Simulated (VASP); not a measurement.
# ZnS: single point with PBE

The system is ZnS.

```
Zn S
1.0
     3.84407   -6.65812   -6.30464
    -7.68813    0.00000   -6.30464
     3.84407    6.65812   -6.30464
Zn S
24 24
Direct
  0.66658 0.83324 0.49991
  0.33324 0.49991 0.16658
  0.99991 0.66658 0.33324
  0.49991 0.16658 0.33324
  0.49991 0.66658 0.83324
  0.16658 0.33324 0.49991
  0.83324 0.99991 0.16658
  0.16658 0.83324 0.99991
  0.83324 0.49991 0.66658
  0.66658 0.33324 0.99991
  0.33324 0.99991 0.66658
  0.99991 0.16658 0.83324
  0.66658 0.49991 0.33324
  0.33324 0.16658 0.99991
  0.99991 0.33324 0.16658
  0.49991 0.83324 0.16658
  0.49991 0.33324 0.66658
  0.16658 0.99991 0.33324
  0.83324 0.66658 0.99991
  0.16658 0.49991 0.83324
  0.83324 0.16658 0.49991
  0.66658 0.99991 0.83324
  0.33324 0.66658 0.49991
  0.99991 0.83324 0.66658
  0.54176 0.70842 0.37509
  0.20842 0.37509 0.04176
  0.87509 0.54176 0.20842
  0.37509 0.04176 0.20842
  0.37509 0.54176 0.70842
  0.04176 0.20842 0.37509
  0.70842 0.87509 0.04176
  0.04176 0.70842 0.87509
  0.70842 0.37509 0.54176
  0.54176 0.20842 0.87509
  0.20842 0.87509 0.54176
  0.87509 0.04176 0.70842
  0.54176 0.37509 0.20842
  0.20842 0.04176 0.87509
  0.87509 0.20842 0.04176
  0.37509 0.70842 0.04176
  0.37509 0.20842 0.54176
  0.04176 0.87509 0.20842
  0.70842 0.54176 0.87509
  0.04176 0.37509 0.70842
  0.70842 0.04176 0.37509
  0.54176 0.87509 0.70842
  0.20842 0.54176 0.37509
  0.87509 0.70842 0.54176
```

| Property | Result |
| --- | --- |
| Program | VASP 6.6.1 |
| Task | single point |
| Functional | PBE |
| Potentials or basis | VASP PAW PBE potentials, release 64 (Zn, S) |
| Cutoff | 520 eV |
| k mesh | 1 × 1 × 1 |
| Occupations | gaussian, width 0.01 eV |
| Spin | no spin polarisation |
| Dipole correction | no |
| Further INCAR settings | LREAL = Auto; ALGO = Normal; EDIFF = 1e-07; NBANDS = 246 |

| Quantity | Value |
| --- | --- |
| Pressure | -0.2 GPa |
| Largest force | 0.015 eV/Å |
| Band gap on the k mesh | 2.08 eV |

Forces on the atoms (eV/Å):
```
Zn   0.000  0.000  0.015
Zn   0.000  0.000  0.015
Zn   0.000  0.000  0.015
Zn   0.000  0.000  0.015
Zn   0.000  0.000  0.015
Zn   0.000  0.000  0.015
Zn   0.000  0.000  0.015
Zn   0.000  0.000  0.015
Zn   0.000  0.000  0.015
Zn   0.000  0.000  0.015
Zn   0.000  0.000  0.015
Zn   0.000  0.000  0.015
Zn   0.000  0.000  0.015
Zn   0.000  0.000  0.015
Zn   0.000  0.000  0.015
Zn   0.000  0.000  0.015
Zn   0.000  0.000  0.015
Zn   0.000  0.000  0.015
Zn   0.000  0.000  0.015
Zn   0.000  0.000  0.015
Zn   0.000  0.000  0.015
Zn   0.000  0.000  0.015
Zn   0.000  0.000  0.015
Zn   0.000  0.000  0.015
S    0.000  0.000 -0.015
S    0.000  0.000 -0.015
S    0.000  0.000 -0.015
S    0.000  0.000 -0.015
S    0.000  0.000 -0.015
S    0.000  0.000 -0.015
S    0.000  0.000 -0.015
S    0.000  0.000 -0.015
S    0.000  0.000 -0.015
S    0.000  0.000 -0.015
S    0.000  0.000 -0.015
S    0.000  0.000 -0.015
S    0.000  0.000 -0.015
S    0.000  0.000 -0.015
S    0.000  0.000 -0.015
S    0.000  0.000 -0.015
S    0.000  0.000 -0.015
S    0.000  0.000 -0.015
S    0.000  0.000 -0.015
S    0.000  0.000 -0.015
S    0.000  0.000 -0.015
S    0.000  0.000 -0.015
S    0.000  0.000 -0.015
S    0.000  0.000 -0.015
```

Stress tensor (GPa, compression positive):
```
-0.43  0.00  0.00
 0.00 -0.43  0.00
 0.00  0.00  0.39
```

Levels at points of the mesh, in eV from the valence-band top:
| k point | band 212 | band 213 | band 214 | band 215 | band 216 | band 217 | band 218 | band 219 | band 220 | band 221 |
| --- | --- | --- | --- | --- | --- | --- | --- | --- | --- | --- |
| (0.00, 0.00, 0.00) | -0.85 | -0.85 | -0.08 | 0.00 | 0.00 | 2.08 | 3.05 | 3.68 | 3.68 | 3.68 |

Wall time 9.6 min on 1 thread of AMD EPYC 7R43 64-Core Processor (Zen 3) (shared host), peak memory 0.9 GiB.

Caveat: the k points lie up to 0.64 Å⁻¹ apart. PBE gaps usually lie below the measured ones, often by a third to a half.
